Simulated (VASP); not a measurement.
# CdS in VASP: single point with HSE06

Aim: the single point of CdS with HSE06.

Everything below comes from runs of VASP 6.6.1. Logs are shortened: lines on timing, memory, paths and dates and some standing lists are left out, and cuts for length are marked.

### Step 1. The cell of the first run

The cell holds layers of an interface, 4 atoms: a = 4.156 Å, b = 5.878 Å, c = 4.081 Å, α = 90.00°, β = 90.00°, γ = 90.00°.

### Step 2. Single point, HSE06

File POSCAR:

```
CdS
1.0
    2.9390050000     -2.9390050000      0.0000000000
    0.0000000000      0.0000000000      5.8780100000
   -2.8856900000     -2.8856900000      0.0000000000
Cd S
2 2
Direct
    0.0000000000      0.9980330000      0.0000000000
    0.5000000000      0.4980330000      0.5000000000
    0.0000000000      0.2519670000      0.5000000000
    0.5000000000      0.7519670000      0.0000000000
```

File INCAR.step1:

```
  PREC = Accurate
  ENCUT = 400
  EDIFF = 1E-5
  ISMEAR = -1
  SIGMA = 0.05
  LREAL = F
  LASPH = T
  NELM = 120
  ALGO = Normal
  ISIF = 2
  LWAVE = T
  GGA = PE
  NBANDS = 26
  GGA_COMPAT = F
```

File INCAR.step2:

```
  PREC = Accurate
  ENCUT = 400
  EDIFF = 1E-6
  ISMEAR = -1
  SIGMA = 0.05
  LREAL = F
  LASPH = T
  NELM = 120
  ALGO = Normal
  ISIF = 2
  LWAVE = F
  LCHARG = T
  GGA = PE
  LHFCALC = T
  HFSCREEN = 0.2079
  PRECFOCK = Normal
  LELF = T
  LVHAR = T
  ISTART = 1
  NBANDS = 26
  GGA_COMPAT = F
```

File KPOINTS:

```
regular mesh
0
Gamma
  4 3 4
```

Potentials or basis: VASP PAW PBE potentials, release 64 (Cd, S).

Run with:

```bash
> cat potpaw_PBE.64/Cd/POTCAR potpaw_PBE.64/S/POTCAR > POTCAR
> cp INCAR.step1 INCAR
> mpirun -np 1 vasp_std > vasp.out
> cp INCAR.step2 INCAR
> mpirun -np 1 vasp_std > vasp.out
```

OUTCAR:

```text
PREC = Accurate
   ENCUT = 400
   EDIFF = 1E-6
   ISMEAR = -1
   LREAL = F
   LASPH = T
   NELM = 120
   ISIF = 2
   GGA = PE
   LHFCALC = T
   HFSCREEN = 0.2079
   PRECFOCK = Normal
   ISTART = 1

 ion  position               nearest neighbor table
   1  0.000  0.998  0.000-   3 2.53   3 2.53   4 2.53   4 2.53
   2  0.500  0.498  0.500-   4 2.53   4 2.53   3 2.53   3 2.53
   3  0.000  0.252  0.500-   1 2.53   1 2.53   2 2.53   2 2.53
   4  0.500  0.752  0.000-   2 2.53   2 2.53   1 2.53   1 2.53

  LATTYP: Found a simple orthorhombic cell.
 ALAT       =     4.0809819348
 B/A-ratio  =     1.0184756505
 C/A-ratio  =     1.4403420779

  Lattice vectors:

 A1 = (  -2.8856900000,  -2.8856900000,   0.0000000000)
 A2 = (   2.9390050000,  -2.9390050000,   0.0000000000)
 A3 = (   0.0000000000,   0.0000000000,   5.8780100000)

Analysis of symmetry for initial positions (statically):
=====================================================================
 Subroutine PRICEL returns following result:

  LATTYP: Found a body centered orthorhombic cell.
 ALAT       =     4.0809819348
 B/A-ratio  =     1.0184756505
 C/A-ratio  =     1.4403420779

  Lattice vectors:

 A1 = (  -0.0266575000,   2.9123475000,  -2.9390050000)
 A2 = (   0.0266575000,  -2.9123475000,  -2.9390050000)
 A3 = (  -2.9123475000,   0.0266575000,   2.9390050000)

   2 primitive cells build up your supercell.

 Routine SETGRP: Setting up the symmetry group for a
 simple orthorhombic supercell.

 Subroutine GETGRP returns: Found  4 space group operations
 (whereof  4 operations were pure point group operations)
 out of a pool of  8 trial point group operations.

The static configuration has the point symmetry C_2v.

Analysis of symmetry for dynamics (positions and initial velocities):
=====================================================================
 Subroutine PRICEL returns following result:

  LATTYP: Found a body centered orthorhombic cell.
 ALAT       =     4.0809819348
 B/A-ratio  =     1.0184756505
 C/A-ratio  =     1.4403420779

  Lattice vectors:

 A1 = (  -0.0266575000,   2.9123475000,  -2.9390050000)
 A2 = (   0.0266575000,  -2.9123475000,  -2.9390050000)
 A3 = (  -2.9123475000,   0.0266575000,   2.9390050000)

   2 primitive cells build up your supercell.

 Routine SETGRP: Setting up the symmetry group for a
 simple orthorhombic supercell.

 Subroutine GETGRP returns: Found  4 space group operations
 (whereof  4 operations were pure point group operations)
 out of a pool of  8 trial point group operations.

The dynamic configuration has the point symmetry C_2v.

 Subroutine INISYM returns: Found  4 space group operations
 (whereof  4 operations are pure point group operations),
 and found     2 'primitive' translations

----------------------------------------------------------------------------------------

                                     Primitive cell

  volume of cell :      49.8517

  direct lattice vectors                    reciprocal lattice vectors
    -0.026657500  2.912347500 -2.939005000    -0.170125604  0.170125604 -0.170125604
     0.026657500 -2.912347500 -2.939005000    -0.173268785 -0.173268785 -0.170125604
    -2.912347500  0.026657500  2.939005000    -0.343394389 -0.003143181  0.000000000

  length of vectors
     4.137659843  4.137659843  4.137659843     0.294666189  0.298306662  0.343408774

  position of ions in fractional coordinates (direct lattice)
     0.001967000  0.001967000  0.000000000
     0.748033000  0.248033000  0.500000000

  ion indices of the primitive-cell ions
   primitive index   ion index
                 1           1
                 2           4

----------------------------------------------------------------------------------------

 KPOINTS: regular mesh

Automatic generation of k-mesh.
 Grid dimensions read from file:
 generate k-points for:    4    3    4

 Generating k-lattice:

  Cartesian coordinates                     Fractional coordinates (reciprocal lattice)
     0.042531401 -0.042531401  0.000000000     0.250000000  0.000000000  0.000000000
     0.000000000  0.000000000  0.056708535     0.000000000  0.333333333  0.000000000
    -0.043317196 -0.043317196  0.000000000     0.000000000  0.000000000  0.250000000

  Length of vectors
     0.060148484  0.056708535  0.061259766

  Shift w.r.t. Gamma in fractional coordinates (k-lattice)
     0.000000000  0.000000000  0.000000000

 Subroutine IBZKPT returns following result:
 ===========================================

 Found     18 irreducible k-points:

 Following reciprocal coordinates:
            Coordinates               Weight
  0.000000  0.000000  0.000000      1.000000
  0.250000  0.000000  0.000000      2.000000
  0.500000  0.000000  0.000000      1.000000
  0.000000  0.333333  0.000000      2.000000
  0.250000  0.333333  0.000000      4.000000
  0.500000  0.333333  0.000000      2.000000
[... 10 lines left out ...]
  0.250000  0.333333  0.500000      4.000000
  0.500000  0.333333  0.500000      2.000000
   k-points           NKPTS =     18   k-points in BZ     NKDIM =     48   number of bands    NBANDS=     26
   number of dos      NEDOS =    301   number of ions     NIONS =      4
   total plane-waves  NPLWV =  31360
   dimension x,y,z NGX =    28 NGY =   40 NGZ =   28
   dimension x,y,z NGXF=    56 NGYF=   80 NGZF=   56
   ions per type =               2   2
   NGX,Y,Z   is equivalent  to a cutoff of  11.20, 11.31, 11.41 a.u.
   NGXF,Y,Z  is equivalent  to a cutoff of  22.40, 22.63, 22.81 a.u.
 SYSTEM =  unknown system
   PREC   = accura    normal or accurate (medium, high low for compatibility)
   ISTART =      1    job   : 0-new  1-cont  2-samecut
   ICHARG =      0    charge: 1-file 2-atom 10-const
   ISPIN  =      1    spin polarized calculation?
   LNONCOLLINEAR =      F non collinear calculations
   LSORBIT =      F    spin-orbit coupling
   LASPH  =      T    aspherical Exc in radial PAW
   ENCUT  =  400.0 eV  29.40 Ry    5.42 a.u.   6.78  9.59  6.66*2*pi/ulx,y,z
   NELM   =    120;   NELMIN=  2; NELMDL=  0     # of ELM steps
   EDIFF  = 0.1E-05   stopping-criterion for ELM
   LREAL  =      F    real-space projection
   EDIFFG = 0.1E-04   stopping-criterion for IOM
   NSW    =      0    number of steps for IOM
   IBRION =     -1    ionic relax: 0-MD 1-quasi-New 2-CG
   NFREE  =      0    steps in history (QN), initial steepest desc. (CG)
   ISIF   =      2    stress and relaxation
   ISYM   =      3    0-nonsym 1-usesym 2-fastsym
   POTIM  = 0.5000    time-step for ionic-motion
   TEBEG  =    0.0;   TEEND  =   0.0 temperature during run
   PSTRESS=    0.0 pullay stress
   NELECT =      36.0000    total number of electrons
   NUPDOWN=      -1.0000    fix difference up-down
   EMIN   =  10.00;   EMAX   =-10.00  energy-range for DOS
   EFERMI =   0.00;   METHOD = LEGACY
   ISMEAR =    -1;   SIGMA  =   0.05  broadening in eV -4-tet -1-fermi 0-gaus
   EFERMI_NEDOS =   21; number of points for ismear=-14 and -15
   IALGO  =     38    algorithm
   IMIX   =      1    mixing-type and parameters
     AMIX     =   0.40;   BMIX     =  1.00
     AMIX_MAG =   1.60;   BMIX_MAG =  1.00
  volume/ion in A,a.u.               =      24.93       168.21
  Fermi-wavevector in a.u.,A,eV,Ry     =   1.165750  2.202949 18.489963  1.358974
  Thomas-Fermi vector in A             =   2.302272
   LORBIT       =      0    0 simple, 1 ext, 2 COOP (PROOUT), +10 PAW based schemes
   GGA     = PE    functional components
   LHFCALC =     T    Hartree Fock is set to
   PRECFOCK=normal    Normal, Fast or Accurate (Low or Medium for compatibility)
   ENCUT4O =  -1.0   cutoff for four orbital integrals eV
   NKREDX  =     1    reduce k-point grid by
   NKREDY  =     1    reduce k-point grid by
   NKREDZ  =     1    reduce k-point grid by
   AEXX    =    0.2500 exact exchange contribution
   HFSCREEN=    0.2079 screening length (either q_TF or 0.3 A-1)
   HFSCREENC=   0.2079 screening length for correlation (either q_TF or 0.3 A-1)
   ENCUTFOCK=  -1.0 apply spherical cutoff to Coloumb kernel
   IVDW    =     0    specifies the selected vdW correction
   LEPSILON=     F    determine dielectric tensor
   LRPA    =     F    only Hartree local field effects (RPA)
 non-spin polarized calculation
  energy-cutoff  :      400.00
  volume of cell :       99.70
 maximum number of plane-waves:      1840
 NGX is ok and might be reduce to    28
  NGX = 24; NGY = 30; NGZ = 20

 number of electron      35.9999986 magnetization

 Free energy of the ion-electron system (eV)
  ---------------------------------------------------
  ext. energy  EPLUGINS =         0.00000000
  ---------------------------------------------------
  free energy    TOTEN  =       -15.19953547 eV

  energy without entropy =      -15.19953547  energy(sigma->0) =      -15.19953547

 E-fermi :   1.7071     XC(G=0):  -7.5738

 val. band max:        0.6715157690   @ k =   0.0000   0.0000   0.0000
 cond. band min:       2.7837844690   @ k =   0.0000   0.0000   0.0000
 fundamental gap:      2.1122687000
 Fermi energy:         1.7070718360

 k-point     1 :       0.0000    0.0000    0.0000
  band No.  band energies     occupation
      1     -12.9000      2.00000
      2     -12.3168      2.00000
      3      -8.2135      2.00000
      4      -8.2133      2.00000
      5      -8.2032      2.00000
      6      -7.9697      2.00000
[... 18 lines left out ...]
     25      11.0936      0.00000
     26      12.9075      0.00000

 k-point     2 :       0.2500    0.0000    0.0000
  band No.  band energies     occupation
      1     -12.7388      2.00000
      2     -12.3311      2.00000
      3      -8.1572      2.00000
      4      -8.1429      2.00000
      5      -8.0532      2.00000
      6      -8.0018      2.00000
[... 18 lines left out ...]
     25      10.2686      0.00000
     26      11.0612      0.00000

 k-point     3 :       0.5000    0.0000    0.0000
  band No.  band energies     occupation
      1     -12.4595      2.00000
      2     -12.4595      2.00000
      3      -8.0576      2.00000
      4      -8.0576      2.00000
      5      -8.0454      2.00000
      6      -8.0454      2.00000
[... 398 lines left out ...]
 k-point    17 :       0.2500    0.3333    0.5000
  band No.  band energies     occupation
      1     -12.3794      2.00000
      2     -12.3794      2.00000
      3      -8.0401      2.00000
      4      -8.0401      2.00000
      5      -7.9939      2.00000
      6      -7.9939      2.00000
[... 18 lines left out ...]
     25      10.0967      0.00000
     26      10.0967      0.00000

 k-point    18 :       0.5000    0.3333    0.5000
  band No.  band energies     occupation
      1     -12.3132      2.00000
      2     -12.3132      2.00000
      3      -7.9680      2.00000
      4      -7.9680      2.00000
      5      -7.9501      2.00000
      6      -7.9501      2.00000
[... 18 lines left out ...]
     25      10.1645      0.00000
     26      10.1645      0.00000

------------------------ aborting loop because EDIFF is reached ----------------------------------------

  FORCE on cell =-STRESS in cart. coord.  units (eV):
  Direction    XX          YY          ZZ          XY          YZ          ZX
  --------------------------------------------------------------------------------------
  -------------------------------------------------------------------------------------
  Total        0.8545165      0.8545165      0.6693038      0.3224734      0.0000000      0.0000000
  in kB       13.7315861     13.7315861     10.7553254      5.1819611      0.0000000      0.0000000
  external PRESSURE =      12.7394992 kB  Pullay stress =       0.0000000 kB

 VOLUME and BASIS-vectors are now :
 -----------------------------------------------------------------------------
  energy-cutoff  :      400.00
  volume of cell :       99.70
      direct lattice vectors                 reciprocal lattice vectors
     2.939005000 -2.939005000  0.000000000     0.170125604 -0.170125604  0.000000000
     0.000000000  0.000000000  5.878010000     0.000000000  0.000000000  0.170125604
    -2.885690000 -2.885690000  0.000000000    -0.173268785 -0.173268785  0.000000000

 POSITION                                       TOTAL-FORCE (eV/Angst)
 -----------------------------------------------------------------------------------
      0.00000      0.00000      5.86645        -0.000000     -0.000000     -0.005337
      0.02666     -2.91235      2.92744         0.000000     -0.000000     -0.005337
     -1.44284     -1.44284      1.48106         0.000000      0.000000      0.005337
      1.46950     -1.46950      4.42007        -0.000000      0.000000      0.005337
 -----------------------------------------------------------------------------------
    total drift:                                0.000001      0.000005      0.000065

  FREE ENERGIE OF THE ION-ELECTRON SYSTEM (eV)
  ---------------------------------------------------
  free  energy   TOTEN  =       -15.1995354664 eV

  energy  without entropy=      -15.1995354663  energy(sigma->0) =      -15.19953547
```

Wall time 51 min (1 thread of AMD EPYC 7R43 (Zen 3), shared host); peak memory 0.27 GiB.

What came out:

- Free energy: -15.1995 eV
- Pressure: 1.3 GPa
- Largest force: 0.005 eV/Å
- Band gap on the k mesh: 2.11 eV

Forces in eV/Å, atoms in the order of the input:
```
Cd   0.000  0.000 -0.005
Cd   0.000  0.000 -0.005
S    0.000  0.000  0.005
S    0.000  0.000  0.005
```

Caveat: the PAW data sets were made with another functional, which shifts forces and pressure a little.
